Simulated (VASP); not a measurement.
## Sb: single point with PBEsol

The system is Sb.

```xyz
1
Lattice="3.3180 0.0000 0.0000 0.0000 3.3180 0.0000 0.0000 0.0000 3.0810" Properties=species:S:1:pos:R:3 pbc="T T T"
Sb    0.0000    0.0000    0.0000
```

This cell differs from its parent crystal: strain +0.050 along x and y, -0.025 along z.

```json
{"Program": "VASP 6.6.1", "Task": "single point", "Functional": "PBEsol", "Potentials or basis": "VASP PAW PBE potentials, release 64 (Sb)", "Cutoff": "520 eV", "k mesh": "16 × 16 × 16", "Occupations": "gaussian, width 0.15 eV", "Spin": "no spin polarisation", "Dipole correction": "no", "Further INCAR settings": "ALGO = Normal; EDIFF = 1e-06; NBANDS = 8"}
```

```yaml
Pressure: -6.8 GPa
```

Stress tensor (GPa, compression positive):
```
-8.52  0.00  0.00
 0.00 -8.52  0.00
 0.00  0.00 -3.29
```

Levels at points of the mesh, in eV from the Fermi level:
| k point | band 1 | band 2 | band 3 | band 4 | band 5 | band 6 | band 7 | band 8 |
| --- | --- | --- | --- | --- | --- | --- | --- | --- |
| (0.00, 0.00, 0.00) | -11.51 | 2.34 | 2.34 | 4.24 | 6.41 | 6.43 | 8.35 | 16.31 |
| (0.50, 0.00, 0.00) | -9.79 | -4.69 | 3.74 | 5.66 | 8.41 | 10.11 | 10.52 | 10.91 |
| (0.50, 0.50, 0.00) | -8.04 | -3.09 | -3.09 | 2.49 | 7.06 | 12.35 | 13.68 | 13.68 |
| (0.00, 0.00, 0.50) | -8.93 | -4.90 | 4.43 | 4.43 | 8.80 | 9.57 | 10.40 | 10.51 |
| (0.50, 0.00, 0.50) | -7.11 | -3.41 | -2.45 | 2.66 | 5.81 | 11.74 | 12.09 | 12.15 |
| (0.50, 0.50, 0.50) | -5.17 | -2.04 | -0.99 | -0.99 | 4.84 | 4.84 | 5.40 | 7.15 |

Wall time 45 s on 1 thread of Intel(R) Xeon(R) Platinum 8259CL CPU @ 2.50GHz (Skylake/Cascade Lake) (shared host), peak memory 0.23 GiB.

Caveat: the cell differs from its parent crystal (strain +0.050 along x and y, -0.025 along z); the PAW data sets were made with another functional, which shifts forces and pressure a little; spin-orbit coupling is left out, which moves the levels of the heavy elements.
